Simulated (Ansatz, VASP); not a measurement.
# One calculation of CdS, two programs

Contents of POSCAR:

```
CdS
1.0
    0.0000000000      3.0538442205      3.0538442205
    3.0538442205      0.0000000000      3.0538442205
    3.0538442205      3.0538442205      0.0000000000
Cd S
1 1
Direct
    0.0000000000      0.0000000000      0.0000000000
    0.2500000000      0.2500000000      0.2500000000
```

The input INCAR.step1:

```
SYSTEM = CdS
PREC = Accurate ; ENCUT = 520
ISMEAR = 0 ; SIGMA = 0.01
LREAL = .FALSE. ; LASPH = .TRUE.
NELM = 60 ; NBANDS = 16
GGA = PE ; ALGO = Normal
EDIFF = 1E-4 ; LWAVE = .TRUE.
LCHARG = .FALSE.
```

File INCAR.step2:

```
SYSTEM = CdS
PREC = Accurate ; ENCUT = 520
EDIFF = 1E-6 ; ISMEAR = 0
SIGMA = 0.01 ; LREAL = .FALSE.
LASPH = .TRUE. ; NELM = 60
ALGO = Normal ; ISIF = 2
LWAVE = .FALSE. ; LCHARG = .FALSE.
METAGGA = R2SCAN ; LMIXTAU = .TRUE.
NBANDS = 16 ; ISTART = 1
```

File KPOINTS:

```
Automatic mesh
0
G
  8 8 8
  0 0 0
```

Input for Ansatz:

```yaml
crystal:
  lattice:
    - [0.0, 3.0538442205, 3.0538442205]
    - [3.0538442205, 0.0, 3.0538442205]
    - [3.0538442205, 3.0538442205, 0.0]
  atoms:
    - { symbol: Cd, position: [0.0, 0.0, 0.0] }
    - { symbol: S, position: [0.25, 0.25, 0.25] }
kpoints:
  mp_grid: { grid: [8, 8, 8] }
  band_path:
    path:
      - [0.0, 0.0, 0.0]
      - [-0.5, -0.5, 0.0]
      - [-0.375, -0.375, 0.25]
      - [-0.375, 0.0, 0.375]
      - [0.0, 0.0, 0.5]
      - [-0.5, -0.25, 0.25]
    npoints: 1
hamiltonian:
  xc: r2scan
scf:
  occupations: { method: fixed }
  n_extra_bands: 4
output:
  forces: true
  stress: true
  eigenvalues: true
```

Change from the starting cell: hydrostatic strain +3.9%.

Alike in both runs: task single point; functional r2SCAN; k mesh 8 × 8 × 8; no spin polarisation.

|  | VASP | Ansatz |
| --- | --- | --- |
| version | VASP 6.6.1 | Ansatz 0.2.0 |
| potentials or method | VASP PAW PBE potentials, release 64 (Cd, S) | plane waves, PAW |
| plane-wave cutoff (eV) | 520 | 500 |
| occupations | gaussian, width 0.01 eV | fixed |
| valence electrons in the cell | 18 | 26 |

Ansatz gave:

```
gap on the k mesh at the Fermi level (eV) : 1.27
pressure (GPa)                            : -5.4
```

What did VASP give for the same quantities?

gap on the k mesh at the Fermi level (eV): 1.26; pressure (GPa): -5.2.

VASP's potentials were made for PBE, not for r2SCAN. VASP's potentials hold 18 valence electrons a cell and Ansatz's 26, so a difference there can come from the potentials and not from the codes.
